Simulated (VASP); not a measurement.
Here is a VASP 6.6.1 calculation.

POSCAR

```
CaS
1.0
    0.0000000000      2.8479357439      2.8479357439
    2.8479357439      0.0000000000      2.8479357439
    2.8479357439      2.8479357439      0.0000000000
Ca S
1 1
Direct
    0.0000000000      0.0000000000      0.0000000000
    0.5000000000      0.5000000000      0.5000000000
```

INCAR.step1

```
SYSTEM = CaS
PREC = Accurate
ENCUT = 400
EDIFF = 1E-5
ISMEAR = 0
SIGMA = 0.01
LREAL = .FALSE.
LASPH = .TRUE.
NELM = 120
ALGO = Normal
ISIF = 2
LWAVE = .TRUE.
GGA = PE
NBANDS = 15
GGA_COMPAT = .FALSE.
```

INCAR.step2

```
SYSTEM = CaS
PREC = Accurate
ENCUT = 400
EDIFF = 1E-6
ISMEAR = 0
SIGMA = 0.01
LREAL = .FALSE.
LASPH = .TRUE.
NELM = 120
ALGO = Normal
ISIF = 2
LWAVE = .FALSE.
LCHARG = .TRUE.
GGA = PE
LHFCALC = .TRUE.
AEXX = 0.75
HFSCREEN = 0.3
PRECFOCK = Normal
LELF = .TRUE.
LVHAR = .TRUE.
ISTART = 1
NBANDS = 15
GGA_COMPAT = .FALSE.
```

The input KPOINTS:

```
Automatic mesh
0
G
  4 4 4
  0 0 0
```

Potentials or basis: VASP PAW PBE potentials, release 64 (Ca_sv, S).

Launch:

```console
$ cat potpaw_PBE.64/Ca_sv/POTCAR potpaw_PBE.64/S/POTCAR > POTCAR
$ cp INCAR.step1 INCAR
$ mpirun -np 1 vasp_std > vasp.out
$ cp INCAR.step2 INCAR
$ mpirun -np 1 vasp_std > vasp.out
```

Problem. What does it give for the pressure?

Solution. -0.4 GPa.

Problem. Predict the band gap on the k mesh.

Solution. 4.96 eV (least direct gap 5.99 eV).

Caveat: the k points lie up to 0.48 Å⁻¹ apart; the PAW data sets were made with another functional, which shifts forces and pressure a little. A k mesh can miss the band edges.
